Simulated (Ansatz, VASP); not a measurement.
**Cd3SeS2 in VASP and in Ansatz**

```xyz
6
Lattice="4.2523 0.0000 0.0000 -2.1261 3.6826 0.0000 0.0000 0.0000 10.4285" Properties=species:S:1:pos:R:3 pbc="T T T"
Cd    0.0000    0.0000   10.3343
Cd    0.0000    2.4551    6.9515
Cd    2.1261    1.2275    3.5761
Se    0.0000    0.0000    2.5848
S     0.0000    2.4551    9.5212
S     2.1261    1.2275    6.1389
```

Alike in both runs: task relaxation of cell and atoms; functional PBE; k mesh 6 × 6 × 4; occupations gaussian, width 0.02 eV; no spin polarisation.

|  | VASP | Ansatz |
| --- | --- | --- |
| version | VASP 6.6.1 | Ansatz 0.2.0 |
| potentials or method | VASP PAW PBE potentials, release 64 (Cd, Se, S), cutoff 600 eV | scalar-relativistic, plane waves, PAW |
| valence electrons in the cell | 54 | 88 |

Ansatz gave:

```
gap on the k mesh at the Fermi level, each at its own relaxed structure (eV) : 0.66
relaxed volume (Å³/atom)                                                     : 27.22
relaxed cell length with the largest relative difference (Å)                 : 10.428
```

**Question.** Estimate VASP's values.

**Answer.** gap on the k mesh at the Fermi level, each at its own relaxed structure (eV): 0.65; relaxed volume (Å³/atom): 27.35; relaxed cell length with the largest relative difference (Å): 10.445.

VASP's potentials hold 54 valence electrons a cell and Ansatz's 88, so a difference there can come from the potentials and not from the codes.
